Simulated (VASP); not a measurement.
# PtS2 (P-3m1) in VASP: a series of runs, part 2 of 2

VASP 6.6.1. The steps go on from the part before.

## 3. Relaxation of cell and atoms, LDA

This run uses another cell than the first one, of 18.26 Å³/atom.

POSCAR

```
PtS2
1.0
    3.5432000000      0.0000000000      0.0000000000
   -1.7716000000      3.0685012107      0.0000000000
    0.0000000000      0.0000000000      5.0388000000
Pt S
1 2
Direct
    0.0000000000      0.0000000000      0.0000000000
    0.6666666667      0.3333333333      0.7730000000
    0.3333333333      0.6666666667      0.2270000000
```

INCAR.step1

```
SYSTEM = PtS2
  GGA = CA
  ISMEAR = 0
  SIGMA = 0.03
  LWAVE = .FALSE.
  LCHARG = .FALSE.
  NSW = 80
  PREC = Accurate
  LASPH = .TRUE.
  LREAL = .FALSE.
  ALGO = Normal
  EDIFF = 1E-7
  NELM = 120
  GGA_COMPAT = .FALSE.
  IBRION = 2
  ISIF = 3
  EDIFFG = -0.002
  NELMIN = 4
  ENCUT = 690
  EFERMI = MIDGAP
  POTIM = 0.5
```

INCAR.step4

```
SYSTEM = PtS2
  GGA = CA
  ISMEAR = 0
  SIGMA = 0.03
  LWAVE = .FALSE.
  LCHARG = .FALSE.
  PREC = Accurate
  LASPH = .TRUE.
  LREAL = .FALSE.
  ALGO = Normal
  EDIFF = 1E-7
  NELM = 120
  GGA_COMPAT = .FALSE.
  ISIF = 2
  ENCUT = 690
  EFERMI = MIDGAP
```

KPOINTS

```
Automatic mesh
0
Gamma
  9 9 6
  0 0 0
```

Potentials or basis: VASP PAW LDA potentials, release 64 (Pt, S).

Started as:

```console
cat potpaw_LDA.64/Pt/POTCAR potpaw_LDA.64/S/POTCAR > POTCAR
cp INCAR.step1 INCAR
cp POSCAR.step1 POSCAR
mpirun -np 1 vasp_std > vasp.out
cp CONTCAR POSCAR
mpirun -np 1 vasp_std > vasp.out
cp CONTCAR POSCAR
mpirun -np 1 vasp_std > vasp.out
cp CONTCAR POSCAR
cp INCAR.step4 INCAR
mpirun -np 1 vasp_std > vasp.out
```

It took 19 min on 1 thread of Intel Xeon Platinum 8259CL at 2.50GHz (Skylake/Cascade Lake), shared host; peak memory 0.23 GiB.

It converged, with:

* Free energy: -18.2151 eV
* Relaxed volume: 16.65 Å³/atom
* Relaxed cell: a = 3.562 Å, b = 3.562 Å, c = 4.546 Å, α = 90.00°, β = 90.00°, γ = 120.00°
* Space group after relaxing (to 0.1 Å): P-3m1 (No. 164)
* Energy gained by relaxing: 30.2 meV/atom
* Ionic steps: 28
* Pressure after relaxing: 0.0 GPa
* Band gap on the k mesh: zero (bands 11 and 12 overlap by 0.02 eV)

Step by step:
| step | energy change (eV) | largest force (eV/Å) | pressure (GPa) | volume (Å³) |
| --- | --- | --- | --- | --- |
| 1 | 0.0000 | 0.8051 | 3.59 | 54.78 |
| 2 | 0.0379 | 0.4683 | -7.52 | 58.09 |
| 3 | -0.0253 | 0.2771 | -1.13 | 56.02 |
| 4 | -0.0369 | 0.1815 | -0.83 | 55.50 |
| 5 | -0.0432 | 0.0331 | -0.35 | 54.72 |
| 6 | -0.0490 | 0.0836 | 0.13 | 54.16 |
| 7 | -0.0618 | 0.2420 | 1.77 | 52.47 |
| 8 | -0.0553 | 0.5676 | 6.17 | 49.11 |
| 9 | -0.0643 | 0.4005 | 3.55 | 51.08 |
| 10 | -0.0652 | 0.3962 | 3.50 | 51.04 |
| 11 | -0.0676 | 0.3835 | 3.41 | 50.92 |
| 12 | -0.0721 | 0.3582 | 3.20 | 50.67 |
| 13 | -0.0794 | 0.3073 | 2.84 | 50.17 |
| 14 | -0.0854 | 0.2064 | 2.35 | 49.15 |
| 15 | -0.0877 | 0.1664 | 1.75 | 49.40 |
| 16 | -0.0905 | 0.0446 | 0.04 | 50.15 |
| 17 | -0.0905 | 0.0482 | 0.10 | 50.13 |
| 18 | -0.0905 | 0.0450 | 0.09 | 50.12 |
| 19 | -0.0906 | 0.0349 | 0.06 | 50.08 |
| 20 | -0.0908 | 0.0138 | 0.01 | 50.00 |
| 21 | -0.0907 | 0.0301 | -0.09 | 49.85 |
| 22 | -0.0908 | 0.0004 | -0.02 | 49.95 |
| 23 | -0.0908 | 0.0013 | -0.03 | 49.95 |
| 24 | -0.0908 | 0.0159 | -0.03 | 49.90 |
| 25 | -0.0908 | 0.0022 | -0.02 | 49.94 |
| 26 | -0.0908 | 0.0001 | 0.00 | 49.94 |
| 27 | -0.0905 | 0.0001 | 0.00 | 49.94 |
| 28 | -0.0905 | 0.0001 | 0.00 | 49.94 |

Final structure:
```cif
data_structure
_symmetry_space_group_name_H-M 'P 1'
_symmetry_Int_Tables_number 1
_cell_length_a 3.5616
_cell_length_b 3.5616
_cell_length_c 4.5456
_cell_angle_alpha 90.000
_cell_angle_beta 90.000
_cell_angle_gamma 120.000
_cell_volume 49.94
loop_
_atom_site_label
_atom_site_type_symbol
_atom_site_fract_x
_atom_site_fract_y
_atom_site_fract_z
_atom_site_occupancy
Pt1 Pt 0.00000 0.00000 0.00000 1
S1 S 0.66667 0.33333 0.73874 1
S2 S 0.33333 0.66667 0.26126 1
```

Levels at points of the mesh, in eV from the Fermi level:
| k point | band 8 | band 9 | band 10 | band 11 | band 12 | band 13 | band 14 | band 15 |
| --- | --- | --- | --- | --- | --- | --- | --- | --- |
| (0.00, 0.00, 0.00) | -2.63 | -1.75 | -1.75 | 0.05 | 0.97 | 0.97 | 3.14 | 4.95 |
| (0.00, 0.00, 0.50) | -3.52 | -2.36 | -2.36 | -1.60 | 2.26 | 2.26 | 5.11 | 6.54 |

Caveat: spin-orbit coupling is left out, which moves the levels of the heavy elements.

## 4. Single point, PBE

This run uses another cell than the first one, of 17.90 Å³/atom.

INCAR

```
SYSTEM = PtS2
  ALGO = Normal
  EDIFF = 1E-6
  ENCUT = 570
  GGA = PE
  GGA_COMPAT = .False.
  ISIF = 2
  ISMEAR = -1
  LASPH = .True.
  LCHARG = .True.
  LELF = .True.
  LREAL = .False.
  LVHAR = .True.
  LWAVE = .False.
  NBANDS = 22
  NELM = 120
  PREC = Accurate
  SIGMA = 0.05
```

KPOINTS

```
k-points
0
Gamma
  7 7 5
  0 0 0
```

POSCAR

```
PtS2
1.0
    3.5194194177      0.0000000000      0.0000000000
   -1.7597097089      3.0479066223      0.0000000000
    0.0000000000      0.0000000000      5.0049815314
Pt S
1 2
Direct
    0.0000000000      0.0000000000      0.0000000000
    0.6666666667      0.3333333333      0.7730000000
    0.3333333333      0.6666666667      0.2270000000
```

Potentials or basis: VASP PAW PBE potentials, release 64 (Pt_sv_GW, S).

Started as:

```console
cat potpaw_PBE.64/Pt_sv_GW/POTCAR potpaw_PBE.64/S/POTCAR > POTCAR
mpirun -np 1 vasp_std > vasp.out
```

Run time: 47 s. Hardware: 1 thread of AMD EPYC 7R13 (Zen 3), shared host; peak memory 0.17 GiB.

Results (log left out):

```yaml
Free_energy: -15.1457 eV
Pressure: 14.5 GPa
Largest_force: 1.551 eV/Å
Band_gap_on_the_k_mesh: 0.91 eV (least direct gap 1.20 eV)
```

Forces on the atoms (eV/Å):
```
Pt   0.000  0.000  0.000
S    0.000  0.000 -1.551
S    0.000  0.000  1.551
```

Stress tensor (GPa, compression positive):
```
15.55  0.00  0.00
 0.00 15.55  0.00
 0.00  0.00 12.39
```

Levels at points of the mesh, in eV from the valence-band top:
| k point | band 13 | band 14 | band 15 | band 16 | band 17 | band 18 |
| --- | --- | --- | --- | --- | --- | --- |
| (0.00, 0.00, 0.00) | -1.16 | -1.16 | -0.14 | 2.52 | 2.52 | 4.77 |

Caveat: the cell stands under pressure; spin-orbit coupling is left out, which moves the levels of the heavy elements; forces of over 1 eV/Å act on the atoms, so gaps and moduli don't describe the material at rest.

## 5. Single point, PBE

This run uses another cell than the first one, of 17.90 Å³/atom.

INCAR

```
ALGO     = Normal         # electronic algorithm
EDIFF    = 1E-6           # SCF threshold, eV
ENCUT    = 500            # plane-wave cutoff, eV
GGA      = PE             # functional
GGA_COMPAT= F            
ISIF     = 2              # what is computed and relaxed
ISMEAR   = -1             # smearing method
LASPH    = T              # aspherical terms in the spheres
LCHARG   = F              # write CHGCAR
LREAL    = F              # projectors in reciprocal space
LWAVE    = F              # write WAVECAR
NBANDS   = 22             # bands
NELM     = 120            # most SCF steps
PREC     = Accurate       # precision mode
SIGMA    = 0.05           # smearing width, eV
```

KPOINTS

```
k-points
0
Gamma
  7 7 5
```

POSCAR

```
PtS2
1.0
    3.5077680000      0.0000000000      0.0000000000
   -1.7538840000      3.0378161986      0.0000000000
    0.0000000000      0.0000000000      5.0388000000
Pt S
1 2
Direct
    0.0000000000      0.0000000000      0.0000000000
    0.6666666667      0.3333333333      0.7730000000
    0.3333333333      0.6666666667      0.2270000000
```

Started as:

```console
cat potpaw_PBE.64/Pt_sv_GW/POTCAR potpaw_PBE.64/S/POTCAR > POTCAR
mpirun -np 1 vasp_std > vasp.out
```

Wall time 46 s (1 thread of AMD EPYC 7R43 (Zen 3), shared host); peak memory 0.16 GiB.

The run converged. Its results:

* Free energy: -15.1290 eV
* Pressure: 14.5 GPa
* Largest force: 1.557 eV/Å
* Band gap on the k mesh: 0.95 eV (least direct gap 1.24 eV)

Forces on the atoms (eV/Å):
```
Pt   0.000  0.000  0.000
S    0.000  0.000 -1.557
S    0.000  0.000  1.557
```

Stress tensor (GPa, compression positive):
```
15.75  0.00  0.00
 0.00 15.75  0.00
 0.00  0.00 11.93
```

Levels at points of the mesh, in eV from the valence-band top:
```tsv
k point	band 12	band 13	band 14	band 15	band 16	band 17	band 18	band 19
(0.00, 0.00, 0.00)	-1.85	-1.13	-1.13	-0.15	2.56	2.56	4.82	5.99
```

Caveat: the cell stands under pressure; spin-orbit coupling is left out, which moves the levels of the heavy elements; forces of over 1 eV/Å act on the atoms, so gaps and moduli don't describe the material at rest.

## 6. Summary

| task | level | potentials or basis | cell | k mesh | cutoff (eV) | smearing | tolerance level | purpose | passes | dipole correction | gap on the mesh (eV) | pressure (GPa) | relaxed volume (Å³/atom) | largest force (eV/Å) |
| --- | --- | --- | --- | --- | --- | --- | --- | --- | --- | --- | --- | --- | --- | --- |
| relaxation of cell and atoms | optB88-vdW | VASP PAW PBE potentials, release 64 (Pt, S) | relaxed from a = 3.658, b = 3.658, c = 5.201 Å, angles 90.0, 90.0, 120.0°, 3 atoms | 9 × 9 × 6 | 690 | gaussian 0.03 eV | standard | cell | 3 | - | 0.61 | 0.0 | 18.95 | - |
| relaxation of cell and atoms | LDA | VASP PAW LDA potentials, release 64 (Pt, S) | relaxed from a = 3.543, b = 3.543, c = 5.039 Å, angles 90.0, 90.0, 120.0°, 3 atoms | 9 × 9 × 6 | 690 | gaussian 0.03 eV | standard | cell | 3 | - | none | 0.0 | 16.65 | - |
| single point | PBE | VASP PAW PBE potentials, release 64 (Pt_sv_GW, S) | a = 3.519, b = 3.519, c = 5.005 Å, angles 90.0, 90.0, 120.0°, 3 atoms | 7 × 7 × 5 | 570 | fermi-dirac 0.05 eV | - | - | - | no | 0.91 | 14.5 | - | 1.55 |
| single point | PBE | VASP PAW PBE potentials, release 64 (Pt_sv_GW, S) | a = 3.508, b = 3.508, c = 5.039 Å, angles 90.0, 90.0, 120.0°, 3 atoms | 7 × 7 × 5 | 500 | fermi-dirac 0.05 eV | - | - | - | no | 0.95 | 14.5 | - | 1.56 |

Alike in all rows: no spin polarisation.

Caveats: spin-orbit coupling is left out, which moves the levels of the heavy elements; the cell stands under pressure (at least some runs); forces of over 1 eV/Å act on the atoms, so gaps and moduli don't describe the material at rest (at least some runs); the PAW data sets were made with another functional, which shifts forces and pressure a little (at least some runs).

Absolute energies hang on the potentials; compare differences alone.
